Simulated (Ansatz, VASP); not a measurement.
# Two plane-wave programs on ZnSe

The input INCAR:

```
SYSTEM = ZnSe
PREC = Accurate ; ENCUT = 520
EDIFF = 1E-6 ; ISMEAR = 0
SIGMA = 0.05 ; LREAL = .FALSE.
LASPH = .TRUE. ; NELM = 80
ALGO = Normal ; ISIF = 2
LWAVE = .FALSE. ; LCHARG = .FALSE.
GGA = PS ; NBANDS = 26
```

File KPOINTS:

```
Automatic mesh
0
G
  8 8 6
  0 0 0
```

Contents of POSCAR:

```
ZnSe
1.0
    3.8967330728      0.0000000000      0.0000000000
    0.0000000000      3.8967330728      0.0000000000
    0.0000000000      0.0000000000      5.3509728174
Zn Se
2 2
Direct
    0.0000000000      0.0000000000      0.0000000000
    0.5000000000      0.5000000000      0.0000000000
    0.0000000000      0.5000000000      0.2319924411
    0.5000000000      0.0000000000      0.7680075589
```

Input for Ansatz:

```yaml
crystal:
  lattice:
    - [3.8967330728, 0.0, 0.0]
    - [0.0, 3.8967330728, 0.0]
    - [0.0, 0.0, 5.3509728174]
  atoms:
    - { symbol: Zn, position: [0.0, 0.0, 0.0] }
    - { symbol: Zn, position: [0.5, 0.5, 0.0] }
    - { symbol: Se, position: [0.0, 0.5, 0.2319924411] }
    - { symbol: Se, position: [0.5, 0.0, 0.7680075589] }
basis:
  ecutwfc: 520.0
kpoints:
  mp_grid: { grid: [8, 8, 6] }
hamiltonian:
  xc: pbesol
  pseudopotentials: { kind: paw, azcp: { folder: soft_1 } }
scf:
  occupations: { method: gaussian, width: 0.05 }
output:
  forces: true
  stress: true
  eigenvalues: true
```

Alike in both runs: task single point; functional PBEsol; k mesh 8 × 8 × 6; occupations gaussian, width 0.05 eV; no spin polarisation.

|  | VASP | Ansatz |
| --- | --- | --- |
| version | VASP 6.6.1 | Ansatz 0.2.0 |
| potentials or method | VASP PAW PBE potentials, release 64 (Zn, Se), cutoff 520 eV | scalar-relativistic, plane waves, PAW |
| valence electrons in the cell | 36 | 56 |

VASP gave:

- gap on the k mesh at the Fermi level (eV): 1.21
- least direct gap on the mesh (eV): 1.21
- pressure (GPa): 20.2
- traceless stress, the component that is largest in VASP (GPa): -1.22
- rms of the force components (eV/Å): 1.595

Task: Estimate Ansatz's values.

Result: gap on the k mesh at the Fermi level (eV): 1.23; least direct gap on the mesh (eV): 1.23; pressure (GPa): 19.6; traceless stress, the component that is largest in VASP (GPa): -1.13; rms of the force components (eV/Å): 1.554.

VASP's potentials were made for PBE, not for PBEsol, and Ansatz warns of the same on its side. Atom by atom the forces differ by 0.041 eV/Å (rms over components). With one functional, cell and mesh, what is left measures potentials, basis and numerics. VASP's potentials hold 36 valence electrons a cell and Ansatz's 56, so a difference there can come from the potentials and not from the codes.
